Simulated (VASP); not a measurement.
AlCo, 2 atoms in the cell. Symmetry: Pm-3m, No. 221, cubic system. The conventional cell has a = 2.813 Å, b = 2.813 Å, c = 2.813 Å, α = 90.00°, β = 90.00°, γ = 90.00°. Co (site symmetry m-3m) has 8 Al at 2.44 Å and 6 Co at 2.81 Å within 3.2 Å. Within 3.2 Å of Al (site symmetry m-3m) lie 8 Co at 2.44 Å and 6 Al at 2.81 Å. 

```yaml
Program: VASP 6.6.1
Task: single point
Functional: PBEsol
Potentials_or_basis: VASP PAW PBE potentials, release 64 (Co, Al)
Cutoff: 520 eV
k_mesh: 9 × 9 × 9
Occupations: fermi-dirac, width 0.05 eV
Spin: collinear spin, ferromagnetic start
Starting_moments: "[2.0, 0.0] μB"
Dipole_correction: no
Further_INCAR_settings: ALGO = Fast; EDIFF = 1e-06; NBANDS = 17
```

Potentials or basis: VASP PAW PBE potentials, release 64 (Co, Al).

Run with:

```console
$ cat potpaw_PBE.64/Co/POTCAR potpaw_PBE.64/Al/POTCAR > POTCAR
$ mpirun -np 1 vasp_std > vasp.out
```

Hardware: 1 thread of Intel(R) Xeon(R) 6975P-C (Granite Rapids), with other jobs on the host.

Task: Estimate the wall time of this run.

Result: It took 13 s on 1 thread of Intel(R) Xeon(R) 6975P-C (Granite Rapids), on a shared host, peak memory 0.16 GiB. Counts: scf iterations 16, k points 35.
